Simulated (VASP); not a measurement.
Crystal: ZrB2.

```
Zr B
1.0
     3.17000    0.00000    0.00000
    -1.58500    2.74530    0.00000
     0.00000    0.00000    3.53300
Zr B
1 2
Direct
  0.00000 0.00000 0.00000
  0.66667 0.33333 0.50000
  0.33333 0.66667 0.50000
```

| Quantity | Value |
| --- | --- |
| Program | VASP 6.6.1 |
| Task | relaxation of cell and atoms |
| Functional | r2SCAN |
| Potentials or basis | VASP PAW PBE potentials, release 64 (Zr_sv, B) |
| Cutoff | 600 eV |
| k mesh | 10 × 10 × 8 |
| Occupations | fermi-dirac, width 0.05 eV |
| Spin | no spin polarisation |
| Hubbard terms | Zr d U = 8.0 eV |

At the start: pressure 20.3 GPa; volume 10.25 Å³/atom.

Q: Where does the relaxation end?

A: Over 5 steps the energy falls by 53.4 meV/atom and the volume is 11.10 Å³/atom (+8.3 %); space group P6/mmm (No. 191, to 0.05 Å).

The path:
```
step  energy change (eV)  largest force (eV/Å)  pressure (GPa)  volume (Å³)
   1              0.0000                0.0000           20.27        30.75
   2              0.0684                0.0000          -18.74        36.88
   3             -0.1555                0.0000           -0.72        33.37
   4             -0.1556                0.0000           -0.36        33.31
   5             -0.1603                0.0000            0.05        33.29
```

Final structure:
```cif
data_structure
_symmetry_space_group_name_H-M 'P 1'
_symmetry_Int_Tables_number 1
_cell_length_a 3.2303
_cell_length_b 3.2303
_cell_length_c 3.6834
_cell_angle_alpha 90.000
_cell_angle_beta 90.000
_cell_angle_gamma 120.000
_cell_volume 33.29
loop_
_atom_site_label
_atom_site_type_symbol
_atom_site_fract_x
_atom_site_fract_y
_atom_site_fract_z
_atom_site_occupancy
Zr1 Zr 0.00000 0.00000 0.00000 1
B1 B 0.66667 0.33333 0.50000 1
B2 B 0.33333 0.66667 0.50000 1
```

Caveat: the PAW data sets were made with another functional, which shifts forces and pressure a little; U without spin polarisation on a metal has little footing; the U is typed as a test and isn't derived for this compound.
